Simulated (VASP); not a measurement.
A run of VASP 6.6.1 is set up as follows.

INCAR

```
  ALGO = Normal
  EDIFF = 1E-7
  ENCUT = 520
  GGA = PE
  ISIF = 2
  ISMEAR = -1
  LASPH = True
  LCHARG = True
  LELF = True
  LREAL = False
  LVHAR = True
  LWAVE = False
  NBANDS = 29
  NELM = 60
  PREC = Accurate
  SIGMA = 0.033
```

Contents of KPOINTS:

```
k-points
0
Gamma
  6 6 6
```

Contents of POSCAR:

```
Mg2ZnTe4
1.0
    0.0000000000      6.0315410000      0.0000000000
    6.0315410000      0.0000000000      0.0000000000
    3.0157700000      3.0157700000     -6.1426700000
Mg Zn Te
2 1 4
Direct
    0.5000000000      0.5000000000      0.0000000000
    0.7500000000      0.2500000000      0.5000000000
    0.0000000000      0.0000000000      0.0000000000
    0.3750000000      0.3750000000      0.7500000000
    0.6250000000      0.1250000000      0.2500000000
    0.8750000000      0.8750000000      0.7500000000
    0.1250000000      0.6250000000      0.2500000000
```

Potentials or basis: VASP PAW PBE potentials, release 64 (Mg, Zn, Te).

Run with:

```bash
$ cat potpaw_PBE.64/Mg/POTCAR potpaw_PBE.64/Zn/POTCAR potpaw_PBE.64/Te/POTCAR > POTCAR
$ mpirun -np 1 vasp_std > vasp.out
```

Estimate the band gap on the k mesh.

zero (band 20 reaches 2.97 eV, above the bottom of band 21 at 2.45 eV).

Predict the largest force.

1.138 eV/Å.

Forces on the atoms (eV/Å):
```
Mg   0.000  0.000  0.000
Mg   0.000  0.000  0.000
Zn   0.000  0.000  0.000
Te   0.125 -1.121  0.151
Te  -1.121 -0.125 -0.151
Te  -0.125  1.121  0.151
Te   1.121  0.125 -0.151
```

Caveat: spin-orbit coupling is left out, which moves the levels of the heavy elements; forces of over 1 eV/Å act on the atoms, so gaps and moduli don't describe the material at rest.
